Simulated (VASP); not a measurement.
Input of a VASP 6.6.1 run:

File INCAR:

```
PREC = Accurate
ENCUT = 520
EDIFF = 1E-7
ISMEAR = -1
SIGMA = 0.1
LREAL = False
LASPH = True
NELM = 80
ALGO = Normal
ISIF = 2
LWAVE = False
LCHARG = False
GGA = CA
NBANDS = 10
```

File KPOINTS:

```
regular mesh
0
Gamma
  14 14 14
```

File POSCAR:

```
Ir
1.0
    0.0000000000      1.9060927672      1.9060927672
    1.9060927672      0.0000000000      1.9060927672
    1.9060927672      1.9060927672      0.0000000000
Ir
1
Direct
    0.0000000000      0.0000000000      0.0000000000
```

Potentials or basis: VASP PAW LDA potentials, release 64 (Ir).

Launch:

```console
$ cat potpaw_LDA.64/Ir/POTCAR > POTCAR
$ mpirun -np 1 vasp_std > vasp.out
```

(1) Predict the pressure.

Answers

(1) 2.6 GPa.
